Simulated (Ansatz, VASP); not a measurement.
**One calculation of Hg, two programs**

```
Hg
1.0
     3.38349    0.00000    0.00000
     1.69013    2.94365    0.00000
     0.00877    1.87823    8.61802
Hg
1
Cartesian
  1.5775 0.0115 0.0966
```

Change from the starting cell: one atom moved.

Alike in both runs: task single point; functional PBE; k mesh 10 × 10 × 4; occupations gaussian, width 0.02 eV; no spin polarisation.

|  | VASP | Ansatz |
| --- | --- | --- |
| version | VASP 6.6.1 | Ansatz 0.2.0 |
| potentials or method | VASP PAW PBE potentials, release 64 (Hg), cutoff 520 eV | scalar-relativistic, plane waves, PAW |
| valence electrons in the cell | 12 | 20 |

|  | VASP | Ansatz | Ansatz less VASP |
| --- | --- | --- | --- |
| gap on the k mesh at the Fermi level (eV) | 1.44 | 1.43 | -0.010 |
| least direct gap on the mesh (eV) | 1.76 | 1.74 | -0.013 |
| pressure (GPa) | 0.3 | 0.3 | 0.00 |
| traceless stress, the component that is largest in VASP (GPa) | -0.29 | -0.26 | +0.030 |

With one functional, cell and mesh, what is left measures potentials, basis and numerics. VASP's potentials hold 12 valence electrons a cell and Ansatz's 20, so a difference there can come from the potentials and not from the codes.

Spin-orbit coupling is off throughout.
